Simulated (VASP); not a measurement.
CaS, 2 atoms in the cell. Symmetry: Fm-3m, No. 225, cubic system. The conventional cell has a = 5.696 Å, b = 5.696 Å, c = 5.696 Å, α = 90.00°, β = 90.00°, γ = 90.00°. Within 3.8 Å of Ca (site symmetry m-3m) lie 6 S at 2.85 Å. S (site symmetry m-3m) has 6 Ca at 2.85 Å within 3.8 Å. 

* Program: VASP 6.6.1
* Task: relaxation of cell and atoms
* Functional: HSE06
* Potentials or basis: VASP PAW PBE potentials, release 64 (Ca_sv, S)
* Cutoff: 500 eV
* k mesh: 6 × 6 × 6
* Occupations: fermi-dirac, width 0.02 eV
* Spin: no spin polarisation
* Dipole correction: no
* Grid for exact exchange (PRECFOCK): Normal
* Further INCAR settings: ALGO = Normal; EDIFF = 1e-07; IBRION = 2; EDIFFG = -0.005; NSW = 80; ISIF = 3
* Share of exact exchange: 0.25
* Screening parameter: 0.2079 1/Å

Potentials or basis: VASP PAW PBE potentials, release 64 (Ca_sv, S).

Run with:

```sh
$ cat potpaw_PBE.64/Ca_sv/POTCAR potpaw_PBE.64/S/POTCAR > POTCAR
$ cp INCAR.step1 INCAR
$ mpirun -np 1 vasp_std > vasp.out
$ cp INCAR.step2 INCAR
$ mpirun -np 1 vasp_std > vasp.out
```

Hardware: 1 thread of Intel(R) Xeon(R) 6975P-C (Granite Rapids), on a shared host.

Problem. Estimate the wall time of this run.

Solution. Wall time 41 min on 1 thread of Intel(R) Xeon(R) 6975P-C (Granite Rapids) (shared host), peak memory 0.29 GiB. Counts: k points 16, ion steps 3.
